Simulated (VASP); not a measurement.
# Au (Cmcm) in VASP: relaxation of cell and atoms with LDA

Aim: the relaxation of cell and atoms of Au with LDA.

Program: VASP 6.6.1. These are calculated values, not measurements. Logs are shortened: lines on timing, memory, paths and dates and some standing lists are left out, and cuts for length are marked.

### 1 The cell of the first run

Symmetry: Cmcm, No. 63, orthorhombic system. Conventional cell: a = 2.753 Å, b = 5.175 Å, c = 4.673 Å, α = 90.00°, β = 90.00°, γ = 90.00°. Within 3.6 Å of Au (site symmetry m2m) lie 12 Au at 2.75 to 2.93 Å.

### 2 Relaxation of cell and atoms, LDA

INCAR reads:

```
PREC = Accurate ; ENCUT = 600
EDIFF = 1E-7 ; ISMEAR = 0
SIGMA = 0.1 ; LREAL = F
LASPH = T ; NELM = 60
ALGO = Fast ; ISIF = 3
LWAVE = F ; LCHARG = F
GGA = CA ; IBRION = 2
NSW = 100 ; EDIFFG = -0.005
```

KPOINTS reads:

```
Automatic mesh
0
Gamma
  18 18 10
```

POSCAR reads:

```
Au
1.0
    1.3764543012     -2.5872803187      0.0000000000
    1.3764543012      2.5872803187      0.0000000000
    0.0000000000      0.0000000000      4.6729754583
Au
2
Direct
    0.6572657035      0.3427342965      0.2500000000
    0.3427342965      0.6572657035      0.7500000000
```

Potentials or basis: VASP PAW LDA potentials, release 64 (Au).

Launch:

```bash
> cat potpaw_LDA.64/Au/POTCAR > POTCAR
> mpirun -np 1 vasp_std > vasp.out
```

OUTCAR:

```text
PREC = Accurate
   ENCUT = 600
   EDIFF = 1E-7
   ISMEAR = 0
   LREAL = F
   LASPH = T
   NELM = 60
   ISIF = 3
   GGA = CA
   IBRION = 2
   NSW = 100
   EDIFFG = -0.005

 ion  position               nearest neighbor table
   1  0.657  0.343  0.250-   2 2.85   2 2.85   2 2.88   2 2.88   2 2.88   2 2.88
   2  0.343  0.657  0.750-   1 2.85   1 2.85   1 2.88   1 2.88   1 2.88   1 2.88

  LATTYP: Found a base centered orthorhombic cell.
 ALAT       =     2.7529086024
 B/A-ratio  =     1.8796703359
 C/A-ratio  =     1.6974684355

  Lattice vectors:

 A1 = (   1.3764543012,  -2.5872803187,   0.0000000000)
 A2 = (   1.3764543012,   2.5872803187,   0.0000000000)
 A3 = (   0.0000000000,   0.0000000000,   4.6729754583)

Analysis of symmetry for initial positions (statically):
=====================================================================
 Subroutine PRICEL returns:
 Original cell was already a primitive cell.

 Routine SETGRP: Setting up the symmetry group for a
 base centered orthorhombic supercell.

 Subroutine GETGRP returns: Found  8 space group operations
 (whereof  4 operations were pure point group operations)
 out of a pool of  8 trial point group operations.

The static configuration has the point symmetry C_2h.
 The point group associated with its full space group is D_2h.

Analysis of symmetry for dynamics (positions and initial velocities):
=====================================================================
 Subroutine PRICEL returns:
 Original cell was already a primitive cell.

 Routine SETGRP: Setting up the symmetry group for a
 base centered orthorhombic supercell.

 Subroutine GETGRP returns: Found  8 space group operations
 (whereof  4 operations were pure point group operations)
 out of a pool of  8 trial point group operations.

The dynamic configuration has the point symmetry C_2h.
 The point group associated with its full space group is D_2h.

 Subroutine INISYM returns: Found  8 space group operations
 (whereof  4 operations are pure point group operations),
 and found     1 'primitive' translations

----------------------------------------------------------------------------------------

                                     Primitive cell

  volume of cell :      33.2835

  direct lattice vectors                    reciprocal lattice vectors
     1.376454301 -2.587280319  0.000000000     0.363252161 -0.193253122  0.000000000
     1.376454301  2.587280319  0.000000000     0.363252161  0.193253122  0.000000000
     0.000000000  0.000000000  4.672975458     0.000000000  0.000000000  0.213996416

  length of vectors
     2.930639161  2.930639161  4.672975458     0.411459478  0.411459478  0.213996416

  position of ions in fractional coordinates (direct lattice)
     0.657265704  0.342734296  0.250000000
     0.342734296  0.657265704  0.750000000

  ion indices of the primitive-cell ions
   primitive index   ion index
                 1           1
                 2           2

----------------------------------------------------------------------------------------

 KPOINTS: Automatic mesh

Automatic generation of k-mesh.
 Grid dimensions read from file:
 generate k-points for:   18   18   10

 Generating k-lattice:

  Cartesian coordinates                     Fractional coordinates (reciprocal lattice)
     0.020180676 -0.010736285  0.000000000     0.055555556  0.000000000  0.000000000
     0.020180676  0.010736285  0.000000000     0.000000000  0.055555556  0.000000000
     0.000000000  0.000000000  0.021399642     0.000000000  0.000000000  0.100000000

  Length of vectors
     0.022858860  0.022858860  0.021399642

  Shift w.r.t. Gamma in fractional coordinates (k-lattice)
     0.000000000  0.000000000  0.000000000

 Subroutine IBZKPT returns following result:
 ===========================================

 Found    546 irreducible k-points:

 Following reciprocal coordinates:
            Coordinates               Weight
  0.000000  0.000000  0.000000      1.000000
  0.055556  0.000000  0.000000      4.000000
  0.111111  0.000000  0.000000      4.000000
  0.166667  0.000000  0.000000      4.000000
  0.222222  0.000000  0.000000      4.000000
  0.277778  0.000000  0.000000      4.000000
[... 16 lines left out ...]
 -0.277778  0.055556  0.000000      4.000000
 -0.222222  0.055556  0.000000      4.000000
 [... further k-points ...]
   k-points           NKPTS =    546   k-points in BZ     NKDIM =    546   number of bands    NBANDS=     15
   number of dos      NEDOS =    301   number of ions     NIONS =      2
   total plane-waves  NPLWV =  23040
   dimension x,y,z NGX =    24 NGY =   24 NGZ =   40
   dimension x,y,z NGXF=    48 NGYF=   48 NGZF=   80
   ions per type =               2
   NGX,Y,Z   is equivalent  to a cutoff of  13.61, 13.61, 14.23 a.u.
   NGXF,Y,Z  is equivalent  to a cutoff of  27.23, 27.23, 28.46 a.u.
 SYSTEM =  unknown system
   PREC   = accura    normal or accurate (medium, high low for compatibility)
   ISTART =      0    job   : 0-new  1-cont  2-samecut
   ICHARG =      2    charge: 1-file 2-atom 10-const
   ISPIN  =      1    spin polarized calculation?
   LNONCOLLINEAR =      F non collinear calculations
   LSORBIT =      F    spin-orbit coupling
   LASPH  =      T    aspherical Exc in radial PAW
   ENCUT  =  600.0 eV  44.10 Ry    6.64 a.u.   5.85  5.85  9.33*2*pi/ulx,y,z
   NELM   =     60;   NELMIN=  2; NELMDL= -5     # of ELM steps
   EDIFF  = 0.1E-06   stopping-criterion for ELM
   LREAL  =      F    real-space projection
   EDIFFG = -.5E-02   stopping-criterion for IOM
   NSW    =    100    number of steps for IOM
   IBRION =      2    ionic relax: 0-MD 1-quasi-New 2-CG
   NFREE  =      1    steps in history (QN), initial steepest desc. (CG)
   ISIF   =      3    stress and relaxation
   ISYM   =      2    0-nonsym 1-usesym 2-fastsym
   POTIM  = 0.5000    time-step for ionic-motion
   TEBEG  =    0.0;   TEEND  =   0.0 temperature during run
   PSTRESS=    0.0 pullay stress
   NELECT =      22.0000    total number of electrons
   NUPDOWN=      -1.0000    fix difference up-down
   EMIN   =  10.00;   EMAX   =-10.00  energy-range for DOS
   EFERMI =   0.00;   METHOD = LEGACY
   ISMEAR =     0;   SIGMA  =   0.10  broadening in eV -4-tet -1-fermi 0-gaus
   EFERMI_NEDOS =   21; number of points for ismear=-14 and -15
   IALGO  =     68    algorithm
   IMIX   =      4    mixing-type and parameters
     AMIX     =   0.40;   BMIX     =  1.00
     AMIX_MAG =   1.60;   BMIX_MAG =  1.00
  volume/ion in A,a.u.               =      16.64       112.30
  Fermi-wavevector in a.u.,A,eV,Ry     =   1.426065  2.694873 27.669661  2.033663
  Thomas-Fermi vector in A             =   2.546382
   LORBIT       =      0    0 simple, 1 ext, 2 COOP (PROOUT), +10 PAW based schemes
   GGA     = CA    functional components
   LHFCALC =     F    Hartree Fock is set to
   AEXX    =    0.0000 exact exchange contribution
   IVDW    =     0    specifies the selected vdW correction
   LEPSILON=     F    determine dielectric tensor
   LRPA    =     F    only Hartree local field effects (RPA)
 conjugate gradient relaxation of ions
 non-spin polarized calculation
 RMM-DIIS sequential band-by-band and
 Gauss-broadening in eV      SIGMA  =   0.10
  energy-cutoff  :      600.00
  volume of cell :       33.28
 maximum number of plane-waves:      1138
   NGX = 11   NGY = 11   NGZ = 19

--------------------------------------- Ionic step        1  -------------------------------------------

 number of electron      22.0000001 magnetization

 Free energy of the ion-electron system (eV)
  ---------------------------------------------------
  ext. energy  EPLUGINS =         0.00000000
  ---------------------------------------------------
  free energy    TOTEN  =        -8.85521743 eV

  energy without entropy =       -8.85353700  energy(sigma->0) =       -8.85437721

------------------------ aborting loop because EDIFF is reached ----------------------------------------

  FORCE on cell =-STRESS in cart. coord.  units (eV):
  Direction    XX          YY          ZZ          XY          YZ          ZX
  --------------------------------------------------------------------------------------
  -------------------------------------------------------------------------------------
  Total        0.6038736     -0.5524681      0.3068082      0.0000000     -0.0000000      0.0000000
  in kB       29.0688490    -26.5943257     14.7689210      0.0000000     -0.0000000      0.0000000
  external PRESSURE =       5.7478148 kB  Pullay stress =       0.0000000 kB
[... 89 lines left out ...]
  FREE ENERGIE OF THE ION-ELECTRON SYSTEM (eV)
  ---------------------------------------------------
  free  energy   TOTEN  =        -8.8664698213 eV

  energy  without entropy=       -8.8639936211  energy(sigma->0) =       -8.86523172

[... ionic steps 4 to 26 ...]

--------------------------------------- Ionic step       27  -------------------------------------------

 number of electron      22.0000001 magnetization

------------------------ aborting loop because EDIFF is reached ----------------------------------------

  FORCE on cell =-STRESS in cart. coord.  units (eV):
  Direction    XX          YY          ZZ          XY          YZ          ZX
  --------------------------------------------------------------------------------------
  -------------------------------------------------------------------------------------
  Total       -0.0030389     -0.0271015     -0.0034816      0.0000000      0.0000000      0.0000000
  in kB       -0.1462637     -1.3043922     -0.1675711      0.0000000      0.0000000      0.0000000
  external PRESSURE =      -0.5394090 kB  Pullay stress =       0.0000000 kB
[... 57 lines left out ...]
  energy  without entropy=       -8.8689816425  energy(sigma->0) =       -8.87070128

--------------------------------------- Ionic step       29  -------------------------------------------

 number of electron      22.0000001 magnetization

 Free energy of the ion-electron system (eV)
  ---------------------------------------------------
  ext. energy  EPLUGINS =         0.00000000
  ---------------------------------------------------
  free energy    TOTEN  =        -8.87242579 eV

  energy without entropy =       -8.86893565  energy(sigma->0) =       -8.87068072

 E-fermi :   9.6498     XC(G=0): -13.1216

 val. band max:        9.6347136235   @ k =   0.3889   0.0000   0.4000
 cond. band min:       9.6598349093   @ k =   0.5000   0.5000   0.2000
 fundamental gap:      0.0251212859
 Fermi energy:         9.6497666484

 k-point     1 :       0.0000    0.0000    0.0000
  band No.  band energies     occupation
      1      -0.4769      2.00000
      2       2.0383      2.00000
      3       4.6738      2.00000
      4       4.7681      2.00000
      5       5.1506      2.00000
      6       5.1580      2.00000
      7       5.4493      2.00000
      8       5.9105      2.00000
      9       6.0845      2.00000
     10       7.4511      2.00000
     11       7.4855      2.00000
     12       8.4125      2.00000
     13      12.5343      0.00000
     14      24.1520      0.00000
     15      25.4472      0.00000
[... 397 lines left out ...]
 k-point    24 :      -0.2222    0.0556    0.0000
  band No.  band energies     occupation
      1       0.7407      2.00000
      2       2.9164      2.00000
      3       4.2644      2.00000
      4       4.8192      2.00000
      5       4.9363      2.00000
      6       5.4146      2.00000
      7       5.4265      2.00000
      8       5.8403      2.00000
      9       5.9940      2.00000
     10       6.1602      2.00000
     11       7.5889      2.00000
     12      11.8932      0.00000
     13      12.5656      0.00000
     14      21.9201      0.00000
     15      23.3455      0.00000

 [... further k-points ...]

------------------------ aborting loop because EDIFF is reached ----------------------------------------

  FORCE on cell =-STRESS in cart. coord.  units (eV):
  Direction    XX          YY          ZZ          XY          YZ          ZX
  --------------------------------------------------------------------------------------
  -------------------------------------------------------------------------------------
  Total        0.0007109     -0.0021575      0.0055575      0.0000000      0.0000000      0.0000000
  in kB        0.0342233     -0.1038713      0.2675577      0.0000000      0.0000000      0.0000000
  external PRESSURE =       0.0659699 kB  Pullay stress =       0.0000000 kB
[... 17 lines left out ...]
  FREE ENERGIE OF THE ION-ELECTRON SYSTEM (eV)
  ---------------------------------------------------
  free  energy   TOTEN  =        -8.8724257947 eV

  energy  without entropy=       -8.8689356545  energy(sigma->0) =       -8.87068072

 reached required accuracy - stopping structural energy minimisation
```

Run time: 24 min. Hardware: 1 thread of Intel Xeon 6975P-C (Granite Rapids), shared host; peak memory 0.46 GiB.

What came out:

```yaml
Free_energy: -8.8724 eV
Relaxed_volume: 16.64 Å³/atom
Relaxed_cell: a = 2.863 Å, b = 2.863 Å, c = 4.751 Å, α = 90.00°, β = 90.00°, γ = 121.27°
Space_group_after_relaxing_to_0.1_Å: P6_3/mmc (No. 194)
Energy_gained_by_relaxing: 8.6 meV/atom
Ionic_steps: 29
Pressure_after_relaxing: 0.0 GPa
Band_gap_on_the_k_mesh: zero (bands 11 and 12 overlap by 6.99 eV)
```

The path:
```
step  energy change (eV)  largest force (eV/Å)  pressure (GPa)  volume (Å³)
   1              0.0000                0.0006            0.57        33.28
   2             -0.0107                0.0354           -1.40        33.56
   3             -0.0113                0.0419           -1.87        33.64
   4             -0.0138                0.0566            1.72        32.99
   5             -0.0150                0.0513            0.39        33.22
   6             -0.0158                0.0448            0.13        33.26
   7             -0.0161                0.0414           -0.04        33.29
   8             -0.0161                0.0401           -0.08        33.30
   9             -0.0163                0.0364            0.11        33.27
  10             -0.0164                0.0312            0.34        33.23
  11             -0.0163                0.0219            0.83        33.15
  12             -0.0164                0.0315            0.50        33.20
  13             -0.0165                0.0276            0.46        33.21
  14             -0.0166                0.0226            0.37        33.22
  15             -0.0168                0.0168            0.21        33.25
  16             -0.0169                0.0049           -0.13        33.31
  17             -0.0169                0.0099           -0.07        33.30
  18             -0.0169                0.0060           -0.09        33.31
  19             -0.0170                0.0050           -0.07        33.30
  20             -0.0171                0.0018           -0.03        33.29
  21             -0.0172                0.0054            0.12        33.26
  22             -0.0172                0.0006            0.06        33.27
  23             -0.0172                0.0022            0.06        33.27
  24             -0.0172                0.0005            0.06        33.27
  25             -0.0172                0.0013           -0.05        33.29
  26             -0.0172                0.0008           -0.04        33.29
  27             -0.0172                0.0009           -0.05        33.29
  28             -0.0172                0.0005           -0.02        33.28
  29             -0.0172                0.0001            0.01        33.28
```

Final structure:
```xyz
2
Lattice="1.4037 -2.4950 0.0000 1.4037 2.4950 0.0000 0.0000 0.0000 4.7510" Properties=species:S:1:pos:R:3 pbc="T T T"
Au    1.4037   -0.8171    1.1878
Au    1.4037    0.8171    3.5633
```

Caveat: spin-orbit coupling is left out, which moves the levels of the heavy elements.

The gap in the log of VASP goes by the Fermi energy; the results here count the filled bands.